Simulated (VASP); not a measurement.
A run of VASP 6.6.1:

The input INCAR:

```
PREC     = Accurate       # precision mode
ENCUT    = 520            # plane-wave cutoff, eV
EDIFF    = 1E-6           # SCF threshold, eV
ISMEAR   = 0              # smearing method
SIGMA    = 0.1            # smearing width, eV
LREAL    = False          # projectors in reciprocal space
LASPH    = True           # aspherical terms in the spheres
NELM     = 100            # most SCF steps
ALGO     = Normal         # electronic algorithm
ISIF     = 2              # what is computed and relaxed
LWAVE    = False          # write WAVECAR
LCHARG   = False          # write CHGCAR
GGA      = PS             # functional
NBANDS   = 23             # bands
```

The input KPOINTS:

```
Automatic mesh
0
Gamma
  12 12 8
```

POSCAR

```
SbPt
1.0
    4.2497678088      0.0000000000      0.0000000000
   -2.1248839044      3.6804068826      0.0000000000
    0.0000000000      0.0000000000      5.1382080000
Sb Pt
2 2
Direct
    0.3333333333      0.6666666667      0.2500000000
    0.6666666667      0.3333333333      0.7500000000
    0.0000000000      0.0000000000      0.0000000000
    0.0000000000      0.0000000000      0.5000000000
```

Potentials or basis: VASP PAW PBE potentials, release 64 (Sb, Pt).

Launch:

```sh
$ cat potpaw_PBE.64/Sb/POTCAR potpaw_PBE.64/Pt/POTCAR > POTCAR
$ mpirun -np 1 vasp_std > vasp.out
```

Hardware: 1 thread of Intel(R) Xeon(R) Platinum 8488C (Sapphire Rapids) (shared host).

Q: How long does it take, and how much memory?

A: Run time: 82 s on 1 thread of Intel(R) Xeon(R) Platinum 8488C (Sapphire Rapids) (shared host), peak memory 0.3 GiB. Counts: scf iterations 13, k points 95.
